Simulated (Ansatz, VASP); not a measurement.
## SnO2: VASP beside Ansatz

INCAR

```
PREC = Accurate ; ENCUT = 520
EDIFF = 1E-7 ; ISMEAR = 0
SIGMA = 0.05 ; LREAL = F
LASPH = T ; NELM = 80
ALGO = Normal ; ISIF = 2
LWAVE = F ; LCHARG = T
GGA = PE ; IVDW = 12
LELF = T ; LVHAR = T
NBANDS = 49
```

File KPOINTS:

```
regular mesh
0
Gamma
  9 9 2
```

File POSCAR:

```
SnO2
1.0
   -3.2372529198      0.0000000000      0.0000000000
   -1.6186264599     -2.8035432670      0.0000000000
   -0.9711758759     -0.5607086535     15.6754773976
Sn O
3 6
Direct
    0.5845316995      0.5845316995      0.4106748359
    0.9726235029     -0.0273764971      0.1368824855
    0.1964398961      0.1964398961      0.6844671862
    0.6266519116      0.6266519116      0.2000737752
    0.8504683048     -0.1495316952      0.7476584759
    0.2385601082      0.2385601082      0.4738661255
    0.5424114874      0.5424114874      0.6212758966
    0.9305032908     -0.0694967092      0.3474835462
    0.3185950942      0.3185950942      0.0736911959
```

Input for Ansatz:

```yaml
crystal:
  lattice:
    - [-3.2372529198, 0.0, 0.0]
    - [-1.6186264599, -2.803543267, 0.0]
    - [-0.9711758759, -0.5607086535, 15.6754773976]
  atoms:
    - { symbol: Sn, position: [0.5845316995, 0.5845316995, 0.4106748359] }
    - { symbol: Sn, position: [0.9726235029, -0.0273764971, 0.1368824855] }
    - { symbol: Sn, position: [0.1964398961, 0.1964398961, 0.6844671862] }
    - { symbol: O, position: [0.6266519116, 0.6266519116, 0.2000737752] }
    - { symbol: O, position: [0.8504683048, -0.1495316952, 0.7476584759] }
    - { symbol: O, position: [0.2385601082, 0.2385601082, 0.4738661255] }
    - { symbol: O, position: [0.5424114874, 0.5424114874, 0.6212758966] }
    - { symbol: O, position: [0.9305032908, -0.0694967092, 0.3474835462] }
    - { symbol: O, position: [0.3185950942, 0.3185950942, 0.0736911959] }
basis:
  ecutwfc: 520.0
kpoints:
  mp_grid: { grid: [9, 9, 2] }
hamiltonian:
  xc: pbe
  pseudopotentials: { kind: paw, azcp: { folder: soft_1 } }
  dispersion: d3bj
scf:
  occupations: { method: gaussian, width: 0.05 }
output:
  forces: true
  stress: true
  eigenvalues: true
```

Alike in both runs: task single point; functional PBE; dispersion D3(BJ); k mesh 9 × 9 × 2; occupations gaussian, width 0.05 eV; no spin polarisation.

|  | VASP | Ansatz |
| --- | --- | --- |
| version | VASP 6.6.1 | Ansatz 0.2.0 |
| potentials or method | VASP PAW PBE potentials, release 64 (Sn_d, O), cutoff 520 eV | scalar-relativistic, plane waves, PAW |
| valence electrons in the cell | 78 | 78 |

VASP gave:

- gap on the k mesh at the Fermi level (eV): 1.93
- least direct gap on the mesh (eV): 2.10
- pressure (GPa): 0.4
- traceless stress, the component that is largest in VASP (GPa): 0.10
- rms of the force components (eV/Å): 0.082

**Question.** What did Ansatz give for the same quantities?

**Answer.** gap on the k mesh at the Fermi level (eV): 1.95; least direct gap on the mesh (eV): 2.12; pressure (GPa): -0.2; traceless stress, the component that is largest in VASP (GPa): 0.47; rms of the force components (eV/Å): 0.066.

Atom by atom the forces differ by 0.027 eV/Å (rms over components).
